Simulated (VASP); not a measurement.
# Ga3As2N (I-4m2) in VASP: single point with PBE

Aim: the single point of Ga3As2N with PBE.

Everything below comes from runs of VASP 6.6.1. Logs are shortened: lines on timing, memory, paths and dates and some standing lists are left out, and cuts for length are marked.

## Step 1: The cell of the first run

It takes space group I-4m2 (No. 119, tetragonal). Conventional cell: a = 3.770 Å, b = 3.770 Å, c = 15.995 Å, α = 90.00°, β = 90.00°, γ = 90.00°. Ga (site symmetry 2mm) has 2 N at 2.31 Å and 2 As at 2.31 Å within 3.1 Å. Within 3.1 Å of Ga (site symmetry -4m2) lie 4 As at 2.31 Å. As (site symmetry 2mm) has 4 Ga at 2.31 Å within 3.1 Å. Within 3.1 Å of N (site symmetry -4m2) lie 4 Ga at 2.31 Å.

## Step 2: Single point, PBE

INCAR reads:

```
PREC = Accurate
ENCUT = 520
EDIFF = 1E-7
ISMEAR = 0
SIGMA = 0.1
LREAL = False
LASPH = True
NELM = 80
ALGO = Normal
ISIF = 2
LWAVE = False
LCHARG = False
GGA = PE
NBANDS = 36
```

KPOINTS reads:

```
regular mesh
0
Gamma
  6 6 6
```

POSCAR reads:

```
Ga3As2N
1.0
   -1.8850394200      1.8850394200      7.9975449300
    1.8850394200     -1.8850394200      7.9975449300
    1.8850394200      1.8850394200     -7.9975449300
Ga As N
3 2 1
Direct
    0.6666666700      0.6666666700      0.0000000000
    0.0000000000      0.0000000000      0.0000000000
    0.3333333300      0.3333333300      0.0000000000
    0.0833333300      0.5833333300      0.5000000000
    0.4166666700      0.9166666700      0.5000000000
    0.7500000000      0.2500000000      0.5000000000
```

Potentials or basis: VASP PAW PBE potentials, release 64 (Ga_d, As, N).

Launch:

```
$ cat potpaw_PBE.64/Ga_d/POTCAR potpaw_PBE.64/As/POTCAR potpaw_PBE.64/N/POTCAR > POTCAR
$ mpirun -np 1 vasp_std > vasp.out
```

OUTCAR:

```text
PREC = Accurate
   ENCUT = 520
   EDIFF = 1E-7
   ISMEAR = 0
   LREAL = False
   LASPH = True
   NELM = 80
   ISIF = 2
   GGA = PE

 ion  position               nearest neighbor table
   1  0.667  0.667  0.000-   6 2.31   6 2.31   4 2.31   4 2.31
   2  0.000  0.000  0.000-   4 2.31   5 2.31   4 2.31   5 2.31
   3  0.333  0.333  0.000-   6 2.31   6 2.31   5 2.31   5 2.31
   4  0.083  0.583  0.500-   2 2.31   2 2.31   1 2.31   1 2.31
   5  0.417  0.917  0.500-   2 2.31   2 2.31   3 2.31   3 2.31
   6  0.750  0.250  0.500-   3 2.31   1 2.31   3 2.31   1 2.31

  LATTYP: Found a body centered tetragonal cell.
 ALAT       =     3.7700788400
 C/A-ratio  =     4.2426406818

  Lattice vectors:

 A1 = (  -1.8850394200,   1.8850394200,   7.9975449300)
 A2 = (   1.8850394200,  -1.8850394200,   7.9975449300)
 A3 = (   1.8850394200,   1.8850394200,  -7.9975449300)

Analysis of symmetry for initial positions (statically):
=====================================================================
 Subroutine PRICEL returns:
 Original cell was already a primitive cell.

 Routine SETGRP: Setting up the symmetry group for a
 body centered tetragonal supercell.

 Subroutine GETGRP returns: Found  8 space group operations
 (whereof  8 operations were pure point group operations)
 out of a pool of 16 trial point group operations.

The static configuration has the point symmetry D_2d.

Analysis of symmetry for dynamics (positions and initial velocities):
=====================================================================
 Subroutine PRICEL returns:
 Original cell was already a primitive cell.

 Routine SETGRP: Setting up the symmetry group for a
 body centered tetragonal supercell.

 Subroutine GETGRP returns: Found  8 space group operations
 (whereof  8 operations were pure point group operations)
 out of a pool of 16 trial point group operations.

The dynamic configuration has the point symmetry D_2d.

 Subroutine INISYM returns: Found  8 space group operations
 (whereof  8 operations are pure point group operations),
 and found     1 'primitive' translations

----------------------------------------------------------------------------------------

                                     Primitive cell

  volume of cell :     113.6731

  direct lattice vectors                    reciprocal lattice vectors
    -1.885039420  1.885039420  7.997544930     0.000000000  0.265246442  0.062519186
     1.885039420 -1.885039420  7.997544930     0.265246442  0.000000000  0.062519186
     1.885039420  1.885039420 -7.997544930     0.265246442  0.265246442  0.000000000
[... 91 lines left out ...]
   NELM   =     80;   NELMIN=  2; NELMDL= -5     # of ELM steps
   EDIFF  = 0.1E-06   stopping-criterion for ELM
   LREAL  =      F    real-space projection
   EDIFFG = 0.1E-05   stopping-criterion for IOM
   NSW    =      0    number of steps for IOM
   IBRION =     -1    ionic relax: 0-MD 1-quasi-New 2-CG
   NFREE  =      0    steps in history (QN), initial steepest desc. (CG)
   ISIF   =      2    stress and relaxation
   ISYM   =      2    0-nonsym 1-usesym 2-fastsym
   POTIM  = 0.5000    time-step for ionic-motion
   TEBEG  =    0.0;   TEEND  =   0.0 temperature during run
   PSTRESS=    0.0 pullay stress
   NELECT =      54.0000    total number of electrons
   NUPDOWN=      -1.0000    fix difference up-down
   EMIN   =  10.00;   EMAX   =-10.00  energy-range for DOS
   EFERMI =   0.00;   METHOD = LEGACY
   ISMEAR =     0;   SIGMA  =   0.10  broadening in eV -4-tet -1-fermi 0-gaus
   EFERMI_NEDOS =   21; number of points for ismear=-14 and -15
   IALGO  =     38    algorithm
   IMIX   =      4    mixing-type and parameters
     AMIX     =   0.40;   BMIX     =  1.00
     AMIX_MAG =   1.60;   BMIX_MAG =  1.00
  volume/ion in A,a.u.               =      18.95       127.85
  Fermi-wavevector in a.u.,A,eV,Ry     =   1.277380  2.413899 22.200634  1.631701
  Thomas-Fermi vector in A             =   2.409983
   LORBIT       =      0    0 simple, 1 ext, 2 COOP (PROOUT), +10 PAW based schemes
   GGA     = PE    functional components
   LHFCALC =     F    Hartree Fock is set to
   AEXX    =    0.0000 exact exchange contribution
   IVDW    =     0    specifies the selected vdW correction
   LEPSILON=     F    determine dielectric tensor
   LRPA    =     F    only Hartree local field effects (RPA)
 non-spin polarized calculation
 Gauss-broadening in eV      SIGMA  =   0.10
  energy-cutoff  :      520.00
  volume of cell :      113.67
 maximum number of plane-waves:      3092
   NGX = 31   NGY = 31   NGZ = 31

 number of electron      54.0000001 magnetization

 Free energy of the ion-electron system (eV)
  ---------------------------------------------------
  ext. energy  EPLUGINS =         0.00000000
  ---------------------------------------------------
  free energy    TOTEN  =       -25.71942811 eV

  energy without entropy =      -25.71942789  energy(sigma->0) =      -25.71942800

 E-fermi :   4.4402     XC(G=0): -10.0162

 val. band max:        4.1495192250   @ k =   0.0000   0.0000   0.0000
 cond. band min:       4.7191727604   @ k =   0.0000   0.0000   0.0000
 fundamental gap:      0.5696535354
 Fermi energy:         4.4401592651

 k-point     1 :       0.0000    0.0000    0.0000
  band No.  band energies     occupation
      1     -11.0117      2.00000
      2     -10.8475      2.00000
      3     -10.8475      2.00000
      4     -10.7818      2.00000
      5     -10.7443      2.00000
      6     -10.5644      2.00000
[... 925 lines left out ...]
     35       9.6848      0.00000
     36      10.7453      0.00000

 [... further k-points ...]
[... 5 lines left out ...]
  --------------------------------------------------------------------------------------
  -------------------------------------------------------------------------------------
  Total        4.6868073      4.6868073      3.4327478      0.0000000     -0.0000000      0.0000000
  in kB       66.0587154     66.0587154     48.3832373      0.0000000     -0.0000000      0.0000000
  external PRESSURE =      60.1668893 kB  Pullay stress =       0.0000000 kB

 VOLUME and BASIS-vectors are now :
 -----------------------------------------------------------------------------
  energy-cutoff  :      520.00
  volume of cell :      113.67
      direct lattice vectors                 reciprocal lattice vectors
    -1.885039420  1.885039420  7.997544930     0.000000000  0.265246442  0.062519186
     1.885039420 -1.885039420  7.997544930     0.265246442  0.000000000  0.062519186
     1.885039420  1.885039420 -7.997544930     0.265246442  0.265246442  0.000000000

 POSITION                                       TOTAL-FORCE (eV/Angst)
 -----------------------------------------------------------------------------------
      0.00000      0.00000     10.66339         0.000000     -0.000000      3.832837
      0.00000      0.00000      0.00000        -0.000000      0.000000     -0.000000
      0.00000      0.00000      5.33170         0.000000     -0.000000     -3.832837
      1.88504     -0.00000      1.33292        -0.000000      0.000000      0.406472
      1.88504      0.00000      6.66462        -0.000000      0.000000     -0.406472
      0.00000      1.88504      3.99877        -0.000000      0.000000      0.000000
 -----------------------------------------------------------------------------------
    total drift:                               -0.000002      0.000002      0.000000

  FREE ENERGIE OF THE ION-ELECTRON SYSTEM (eV)
  ---------------------------------------------------
  free  energy   TOTEN  =       -25.7194281130 eV

  energy  without entropy=      -25.7194278915  energy(sigma->0) =      -25.71942800
```

Wall time 11 min (1 thread of AMD EPYC 7R13 (Zen 3), shared host); peak memory 0.54 GiB.

Results:

- Free energy: -25.7194 eV
- Pressure: 6.0 GPa
- Largest force: 3.833 eV/Å
- Band gap on the k mesh: 0.57 eV, direct

Forces in eV/Å, atoms in the order of the input:
```
Ga   0.000  0.000  3.833
Ga   0.000  0.000  0.000
Ga   0.000  0.000 -3.833
As   0.000  0.000  0.406
As   0.000  0.000 -0.406
N    0.000  0.000  0.000
```

Caveat: forces of over 1 eV/Å act on the atoms, so gaps and moduli don't describe the material at rest. A hybrid or GW would open this gap; PBE tends to underestimate it.
